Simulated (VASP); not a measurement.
# SiNi3 (Pm-3m) in VASP: notebook

The runs below take SiNi3 through single point, with PBE.

All numbers are computed with VASP 6.6.1; they aren't measurements. Logs are shortened: lines on timing, memory, paths and dates and some standing lists are left out, and cuts for length are marked.

**1. The cell of the first run**

The structure is cubic, space group Pm-3m (No. 221). The conventional cell has a = 3.542 Å, b = 3.542 Å, c = 3.542 Å, α = 90.00°, β = 90.00°, γ = 90.00°. Ni (site symmetry 4/mmm) has 8 Ni at 2.50 Å and 4 Si at 2.50 Å within 3.3 Å. Within 3.3 Å of Si (site symmetry m-3m) lie 12 Ni at 2.50 Å.

**2. Single point, PBE, collinear spin, ferromagnetic start**

The input, INCAR:

```
SYSTEM = SiNi3
ALGO = Normal
EDIFF = 1E-6
ENCUT = 520
GGA = PE
ISIF = 2
ISMEAR = 0
ISPIN = 2
LASPH = .TRUE.
LCHARG = .FALSE.
LMAXMIX = 4
LORBIT = 11
LREAL = .FALSE.
LWAVE = .FALSE.
MAGMOM = 1 1 1 0
NBANDS = 29
NELM = 150
PREC = Accurate
SIGMA = 0.025
```

The input, KPOINTS:

```
k-points
0
G
  8 8 8
  0 0 0
```

The input, POSCAR:

```
SiNi3
1.0
    3.5420000000      0.0000000000      0.0000000000
    0.0000000000      3.5420000000      0.0000000000
    0.0000000000      0.0000000000      3.5420000000
Ni Si
3 1
Direct
    0.5000000000      0.5000000000      0.0000000000
    0.5000000000      0.0000000000      0.5000000000
    0.0000000000      0.5000000000      0.5000000000
    0.0000000000      0.0000000000      0.0000000000
```

Potentials or basis: VASP PAW PBE potentials, release 64 (Ni, Si).

Command:

```sh
$ cat potpaw_PBE.64/Ni/POTCAR potpaw_PBE.64/Si/POTCAR > POTCAR
$ mpirun -np 1 vasp_std > vasp.out
```

OUTCAR:

```text
SYSTEM = SiNi3
   EDIFF = 1E-6
   ENCUT = 520
   GGA = PE
   ISIF = 2
   ISMEAR = 0
   ISPIN = 2
   LASPH = .TRUE.
   LORBIT = 11
   LREAL = .FALSE.
   NELM = 150
   PREC = Accurate

 ion  position               nearest neighbor table
   1  0.500  0.500  0.000-   2 2.50   3 2.50   4 2.50   2 2.50   3 2.50   2 2.50   4 2.50   2 2.50
                             3 2.50   4 2.50   3 2.50   4 2.50
   2  0.500  0.000  0.500-   1 2.50   3 2.50   4 2.50   1 2.50   4 2.50   1 2.50   3 2.50   1 2.50
                             3 2.50   4 2.50   4 2.50   3 2.50
   3  0.000  0.500  0.500-   1 2.50   2 2.50   4 2.50   1 2.50   4 2.50   2 2.50   4 2.50   4 2.50
                             1 2.50   2 2.50   1 2.50   2 2.50
   4  0.000  0.000  0.000-   1 2.50   2 2.50   3 2.50   2 2.50   3 2.50   1 2.50   3 2.50   3 2.50
                             1 2.50   2 2.50   2 2.50   1 2.50

  LATTYP: Found a simple cubic cell.
 ALAT       =     3.5420000000

  Lattice vectors:

 A1 = (   3.5420000000,   0.0000000000,   0.0000000000)
 A2 = (   0.0000000000,   3.5420000000,   0.0000000000)
 A3 = (   0.0000000000,   0.0000000000,   3.5420000000)

Analysis of symmetry for initial positions (statically):
=====================================================================
 Subroutine PRICEL returns:
 Original cell was already a primitive cell.

 Routine SETGRP: Setting up the symmetry group for a
 simple cubic supercell.

 Subroutine GETGRP returns: Found 48 space group operations
 (whereof 48 operations were pure point group operations)
 out of a pool of 48 trial point group operations.

The static configuration has the point symmetry O_h .

Analysis of symmetry for dynamics (positions and initial velocities):
=====================================================================
 Subroutine PRICEL returns:
 Original cell was already a primitive cell.

 Routine SETGRP: Setting up the symmetry group for a
 simple cubic supercell.

 Subroutine GETGRP returns: Found 48 space group operations
 (whereof 48 operations were pure point group operations)
 out of a pool of 48 trial point group operations.

The dynamic configuration has the point symmetry O_h .

Analysis of structural, dynamic, and magnetic symmetry:
=====================================================================
 Subroutine PRICEL returns:
 Original cell was already a primitive cell.

 Routine SETGRP: Setting up the symmetry group for a
 simple cubic supercell.

 Subroutine GETGRP returns: Found 48 space group operations
 (whereof 48 operations were pure point group operations)
 out of a pool of 48 trial point group operations.

The overall configuration has the point symmetry O_h .

 Subroutine INISYM returns: Found 48 space group operations
 (whereof 48 operations are pure point group operations),
 and found     1 'primitive' translations

----------------------------------------------------------------------------------------

                                     Primitive cell

  volume of cell :      44.4371

  direct lattice vectors                    reciprocal lattice vectors
     3.542000000  0.000000000  0.000000000     0.282326369  0.000000000  0.000000000
     0.000000000  3.542000000  0.000000000     0.000000000  0.282326369  0.000000000
     0.000000000  0.000000000  3.542000000     0.000000000  0.000000000  0.282326369

  length of vectors
     3.542000000  3.542000000  3.542000000     0.282326369  0.282326369  0.282326369

  position of ions in fractional coordinates (direct lattice)
     0.500000000  0.500000000  0.000000000
     0.500000000  0.000000000  0.500000000
     0.000000000  0.500000000  0.500000000
     0.000000000  0.000000000  0.000000000

  ion indices of the primitive-cell ions
   primitive index   ion index
                 1           1
                 2           2
                 3           3
                 4           4

----------------------------------------------------------------------------------------

 KPOINTS: k-points

Automatic generation of k-mesh.
 Grid dimensions read from file:
 generate k-points for:    8    8    8

 Generating k-lattice:

  Cartesian coordinates                     Fractional coordinates (reciprocal lattice)
     0.035290796  0.000000000  0.000000000     0.125000000  0.000000000  0.000000000
     0.000000000  0.035290796  0.000000000     0.000000000  0.125000000  0.000000000
     0.000000000  0.000000000  0.035290796     0.000000000  0.000000000  0.125000000

  Length of vectors
     0.035290796  0.035290796  0.035290796

  Shift w.r.t. Gamma in fractional coordinates (k-lattice)
     0.000000000  0.000000000  0.000000000

 Subroutine IBZKPT returns following result:
 ===========================================

 Found     35 irreducible k-points:

 Following reciprocal coordinates:
            Coordinates               Weight
  0.000000  0.000000  0.000000      1.000000
  0.125000  0.000000  0.000000      6.000000
  0.250000  0.000000  0.000000      6.000000
  0.375000  0.000000  0.000000      6.000000
  0.500000  0.000000  0.000000      3.000000
  0.125000  0.125000  0.000000     12.000000
[... 16 lines left out ...]
  0.375000  0.375000  0.125000     24.000000
  0.500000  0.375000  0.125000     24.000000
 [... further k-points ...]
   k-points           NKPTS =     35   k-points in BZ     NKDIM =     35   number of bands    NBANDS=     29
   number of dos      NEDOS =    301   number of ions     NIONS =      4
   total plane-waves  NPLWV =  21952
   dimension x,y,z NGX =    28 NGY =   28 NGZ =   28
   dimension x,y,z NGXF=    56 NGYF=   56 NGZF=   56
   ions per type =               3   1
   NGX,Y,Z   is equivalent  to a cutoff of  13.14, 13.14, 13.14 a.u.
   NGXF,Y,Z  is equivalent  to a cutoff of  26.28, 26.28, 26.28 a.u.
 SYSTEM =  SiNi3
   PREC   = accura    normal or accurate (medium, high low for compatibility)
   ISTART =      0    job   : 0-new  1-cont  2-samecut
   ICHARG =      2    charge: 1-file 2-atom 10-const
   ISPIN  =      2    spin polarized calculation?
   LNONCOLLINEAR =      F non collinear calculations
   LSORBIT =      F    spin-orbit coupling
   LASPH  =      T    aspherical Exc in radial PAW
   ENCUT  =  520.0 eV  38.22 Ry    6.18 a.u.   6.59  6.59  6.59*2*pi/ulx,y,z
   NELM   =    150;   NELMIN=  2; NELMDL= -5     # of ELM steps
   EDIFF  = 0.1E-05   stopping-criterion for ELM
   LREAL  =      F    real-space projection
   EDIFFG = 0.1E-04   stopping-criterion for IOM
   NSW    =      0    number of steps for IOM
   IBRION =     -1    ionic relax: 0-MD 1-quasi-New 2-CG
   NFREE  =      0    steps in history (QN), initial steepest desc. (CG)
   ISIF   =      2    stress and relaxation
   ISYM   =      2    0-nonsym 1-usesym 2-fastsym
   POTIM  = 0.5000    time-step for ionic-motion
   TEBEG  =    0.0;   TEEND  =   0.0 temperature during run
   PSTRESS=    0.0 pullay stress
   NELECT =      34.0000    total number of electrons
   NUPDOWN=      -1.0000    fix difference up-down
   EMIN   =  10.00;   EMAX   =-10.00  energy-range for DOS
   EFERMI =   0.00;   METHOD = LEGACY
   ISMEAR =     0;   SIGMA  =   0.03  broadening in eV -4-tet -1-fermi 0-gaus
   EFERMI_NEDOS =   21; number of points for ismear=-14 and -15
   IALGO  =     38    algorithm
   IMIX   =      4    mixing-type and parameters
     AMIX     =   0.40;   BMIX     =  1.00
     AMIX_MAG =   1.60;   BMIX_MAG =  1.00
  volume/ion in A,a.u.               =      11.11        74.97
  Fermi-wavevector in a.u.,A,eV,Ry     =   1.497336  2.829555 30.504465  2.242015
  Thomas-Fermi vector in A             =   2.609237
   LORBIT       =     11    0 simple, 1 ext, 2 COOP (PROOUT), +10 PAW based schemes
   GGA     = PE    functional components
   LHFCALC =     F    Hartree Fock is set to
   AEXX    =    0.0000 exact exchange contribution
   IVDW    =     0    specifies the selected vdW correction
   LEPSILON=     F    determine dielectric tensor
   LRPA    =     F    only Hartree local field effects (RPA)
 spin polarized calculation
 Gauss-broadening in eV      SIGMA  =   0.03
  energy-cutoff  :      520.00
  volume of cell :       44.44
 maximum number of plane-waves:      1222
 NGX is ok and might be reduce to    28
   NGX = 13   NGY = 13   NGZ = 13

 number of electron      33.9999988 magnetization      -0.0092686

 number of electron      33.9999988 magnetization       0.0006110

 Free energy of the ion-electron system (eV)
  ---------------------------------------------------
  ext. energy  EPLUGINS =         0.00000000
  ---------------------------------------------------
  free energy    TOTEN  =       -23.65387449 eV

  energy without entropy =      -23.65316158  energy(sigma->0) =      -23.65351804

 E-fermi :  10.2135     XC(G=0): -12.9306

 val. band max:       10.1484753039   @ k =   0.1250   0.1250   0.0000
 cond. band min:      10.2174667702   @ k =   0.5000   0.3750   0.3750
 fundamental gap:      0.0689914663
 Fermi energy:        10.2134846144

 spin component 1

 k-point     1 :       0.0000    0.0000    0.0000
  band No.  band energies     occupation
      1      -1.4831      1.00000
      2       5.5275      1.00000
      3       6.3352      1.00000
      4       6.3352      1.00000
      5       6.8339      1.00000
      6       6.8339      1.00000
[... 757 lines left out ...]
     28      24.8327      0.00000
     29      26.9397      0.00000

 [... further k-points ...]

 spin component 2

 k-point     1 :       0.0000    0.0000    0.0000
  band No.  band energies     occupation
      1      -1.4832      1.00000
      2       5.5275      1.00000
      3       6.3353      1.00000
      4       6.3353      1.00000
      5       6.8342      1.00000
      6       6.8342      1.00000
[... 757 lines left out ...]
     28      24.8327      0.00000
     29      26.9405      0.00000

 [... further k-points ...]
[... 5 lines left out ...]
  --------------------------------------------------------------------------------------
  -------------------------------------------------------------------------------------
  Total       -1.6535008     -1.6535008     -1.6535008     -0.0000000     -0.0000000      0.0000000
  in kB      -59.6168914    -59.6168914    -59.6168914     -0.0000000     -0.0000000      0.0000000
  external PRESSURE =     -59.6168914 kB  Pullay stress =       0.0000000 kB

 VOLUME and BASIS-vectors are now :
 -----------------------------------------------------------------------------
  energy-cutoff  :      520.00
  volume of cell :       44.44
      direct lattice vectors                 reciprocal lattice vectors
     3.542000000  0.000000000  0.000000000     0.282326369  0.000000000  0.000000000
     0.000000000  3.542000000  0.000000000     0.000000000  0.282326369  0.000000000
     0.000000000  0.000000000  3.542000000     0.000000000  0.000000000  0.282326369

 POSITION                                       TOTAL-FORCE (eV/Angst)
 -----------------------------------------------------------------------------------
      1.77100      1.77100      0.00000         0.000000      0.000000      0.000000
      1.77100      0.00000      1.77100         0.000000      0.000000      0.000000
      0.00000      1.77100      1.77100         0.000000      0.000000      0.000000
      0.00000      0.00000      0.00000         0.000000      0.000000      0.000000
 -----------------------------------------------------------------------------------
    total drift:                                0.000000      0.000000      0.000000

  FREE ENERGIE OF THE ION-ELECTRON SYSTEM (eV)
  ---------------------------------------------------
  free  energy   TOTEN  =       -23.6538744904 eV

  energy  without entropy=      -23.6531615824  energy(sigma->0) =      -23.65351804

 total charge

# of ion       s       p       d       tot
------------------------------------------
    1        0.471   0.538   8.395   9.404
    2        0.471   0.538   8.395   9.404
    3        0.471   0.538   8.395   9.404
    4        0.730   0.804   0.000   1.534
--------------------------------------------------
tot          2.143   2.419  25.186  29.747

 magnetization (x)

# of ion       s       p       d       tot
------------------------------------------
    1       -0.000  -0.000   0.000   0.000
    2       -0.000  -0.000   0.000   0.000
    3       -0.000  -0.000   0.000   0.000
    4       -0.000  -0.000   0.000  -0.000
--------------------------------------------------
tot         -0.000  -0.000   0.000   0.000
```

Run time: 68 s. Hardware: 1 thread of AMD EPYC 7R43 (Zen 3), shared host; peak memory 0.18 GiB.

What came out:

* Free energy: -23.6539 eV
* Pressure: -6.0 GPa
* Band gap on the k mesh: zero (filled and empty bands overlap)
* Net moment: 0.00 μB per cell
* Valence electrons inside the program's atomic spheres: Ni 9.40; Si 1.53

(Part 1 of 2 ends here.)
